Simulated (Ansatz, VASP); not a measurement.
## Mo in VASP and in Ansatz

```
CELL_PARAMETERS angstrom
-1.57705 1.57705 1.57705
1.57705 -1.57705 1.57705
1.57705 1.57705 -1.57705
ATOMIC_POSITIONS crystal
Mo 0.00000 0.00000 0.00000
```

Alike in both runs: task single point; functional LDA; k mesh 23 × 23 × 23; occupations fermi-dirac, width 0.1 eV; no spin polarisation.

```csv
,VASP,Ansatz
version,VASP 6.6.1,Ansatz 0.2.0
potentials or method,"VASP PAW LDA potentials, release 64 (Mo_sv), cutoff 520 eV","plane waves (420 eV) with PAW, scalar-relativistic"
valence electrons in the cell,14,14
```

Ansatz gave:

```
pressure (GPa) : -10.9
```

Task: Which values does VASP return?

Result: Pressure (GPa): -9.8.

Ansatz warns that its potentials were made for another functional, while VASP's fit it. LDA's correlation is that of Perdew and Zunger in VASP and of Perdew and Wang (1992) in Ansatz.
